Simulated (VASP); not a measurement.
Wanted: the native input for a VASP 6.6.1 run.

* Task: single point
* Functional: PBE
* Dispersion: D3(BJ)
* Potentials or basis: VASP PAW PBE potentials, release 64 (Sn_d, Se)
* Cutoff: 520 eV
* k mesh: 12 × 12 × 6
* Occupations: gaussian, width 0.03 eV
* Spin: no spin polarisation
* Dipole correction: no
* Further INCAR settings: ALGO = Normal; EDIFF = 1e-07; NBANDS = 20

The structure of SnSe2 lies in POSCAR:

```
SnSe2
1.0
    3.8390485956      0.0000000000      0.0000000000
   -1.9195242978      3.3247136102      0.0000000000
    0.0000000000      0.0000000000      5.7110495550
Sn Se
1 2
Direct
    0.0000000000      0.0000000000      0.0000000000
    0.3333333333      0.6666666667      0.2651529960
    0.6666666667      0.3333333333      0.7348470040
```

This cell differs from its parent crystal: strain +0.000 along x and y, -0.050 along z.

One way to write it, as run:

INCAR

```
ALGO = Normal
EDIFF = 1E-7
ENCUT = 520
GGA = PE
ISIF = 2
ISMEAR = 0
IVDW = 12
LASPH = True
LCHARG = False
LREAL = False
LWAVE = False
NBANDS = 20
NELM = 80
PREC = Accurate
SIGMA = 0.03
```

KPOINTS

```
k-points
0
Gamma
  12 12 6
```

Potentials or basis: VASP PAW PBE potentials, release 64 (Sn_d, Se).

The run is started by

```sh
$ cat potpaw_PBE.64/Sn_d/POTCAR potpaw_PBE.64/Se/POTCAR > POTCAR
$ mpirun -np 1 vasp_std > vasp.out
```

Results of the run:

| Quantity | Value |
| --- | --- |
| Pressure | 4.0 GPa |
| Largest force | 0.705 eV/Å |
| Band gap on the k mesh | 0.21 eV, indirect (least direct gap 0.47 eV) |
| Dispersion energy per atom | -0.384 eV |

Caveat: the cell differs from its parent crystal (strain +0.000 along x and y, -0.050 along z); spin-orbit coupling is left out, which moves the levels of the heavy elements.

Run time: 98 s on 1 thread of AMD EPYC 7R13 Processor (Zen 3) (shared host), peak memory 0.26 GiB.
